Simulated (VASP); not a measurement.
Input of a VASP 6.6.1 run:

INCAR

```
  PREC = Accurate
  ENCUT = 520
  EDIFF = 1E-8
  ISMEAR = -1
  SIGMA = 0.05
  LREAL = False
  LASPH = True
  NELM = 100
  ALGO = Normal
  ISIF = 2
  LWAVE = False
  LCHARG = False
  GGA = PE
  LEFG = True
  NBANDS = 11
```

Contents of KPOINTS:

```
regular mesh
0
Gamma
  12 12 9
```

Contents of POSCAR:

```
MgB2
1.0
    3.1775507267      0.0000000000      0.0000000000
   -1.5887753634      2.7518396512      0.0000000000
    0.0000000000      0.0000000000      3.5230000000
Mg B
1 2
Direct
    0.0000000000      0.0000000000      0.0000000000
    0.3333333333      0.6666666667      0.5000000000
    0.6666666667      0.3333333333      0.5000000000
```

Potentials or basis: VASP PAW PBE potentials, release 64 (Mg, B).

Launch:

```console
$ cat potpaw_PBE.64/Mg/POTCAR potpaw_PBE.64/B/POTCAR > POTCAR
$ mpirun -np 1 vasp_std > vasp.out
```

(1) Estimate the band gap on the k mesh.

(2) What does it give for the pressure?

Answers

(1) zero (band 4 reaches 6.73 eV, above the bottom of band 5 at 2.99 eV).

(2) -10.2 GPa.

Caveat: the cell differs from its parent crystal (equal xx and yy strain of +3 %); without QUAD_EFG the Cq values of the log hold for a quadrupole moment of 1 mb, not for the nuclei.
